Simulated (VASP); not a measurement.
SnAs2: single point with PBE

The system is SnAs2.

```
Sn As
1.0
     2.59497    1.49821    3.36127
    -2.59497    1.49821    3.36127
     0.00000   -2.99641    3.36127
Sn As
1 2
Direct
  0.50000 0.50000 0.50000
  0.86401 0.86401 0.86401
  0.13599 0.13599 0.13599
```

The cell was generated, and may not be a known phase.

```
Program                : VASP 6.6.1
Task                   : single point
Functional             : PBE
Potentials or basis    : VASP PAW PBE potentials, release 64 (Sn_d, As)
Cutoff                 : 520 eV
k mesh                 : 6 × 6 × 6
Occupations            : gaussian, width 0.1 eV
Spin                   : no spin polarisation
Dipole correction      : no
Further INCAR settings : ALGO = Fast; EDIFF = 1e-07; NBANDS = 19
```

```yaml
Pressure: -3.2 GPa
Largest_force: 0.363 eV/Å
Band_gap_on_the_k_mesh: zero (bands 12 and 13 overlap by 3.02 eV)
```

Forces in eV/Å, atoms in the order of the input:
```
Sn   0.000  0.000  0.000
As   0.000  0.000  0.363
As   0.000  0.000 -0.363
```

Stress tensor (GPa, compression positive):
```
-1.53  0.00  0.00
 0.00 -1.53  0.00
 0.00  0.00 -6.52
```

Levels at points of the mesh, in eV from the Fermi level:
```tsv
k point	band 9	band 10	band 11	band 12	band 13	band 14	band 15	band 16
(0.00, 0.00, 0.00)	-2.40	-2.40	-2.34	-2.34	-1.29	0.96	2.46	4.90
(0.50, 0.00, 0.00)	-3.78	-2.72	0.11	0.43	0.43	1.02	1.05	3.45
(0.50, 0.50, 0.00)	-5.08	-3.22	-2.05	0.73	1.21	2.13	3.74	3.92
(0.50, 0.50, 0.50)	-4.55	-3.43	-3.43	-2.29	-2.29	2.46	3.09	5.93
```

Wall time 89 s on 1 thread of Oxide Virtual Turin-like Processor, with other jobs on the host, peak memory 0.2 GiB.

Caveat: the cell stands under tension; spin-orbit coupling is left out, which moves the levels of the heavy elements.
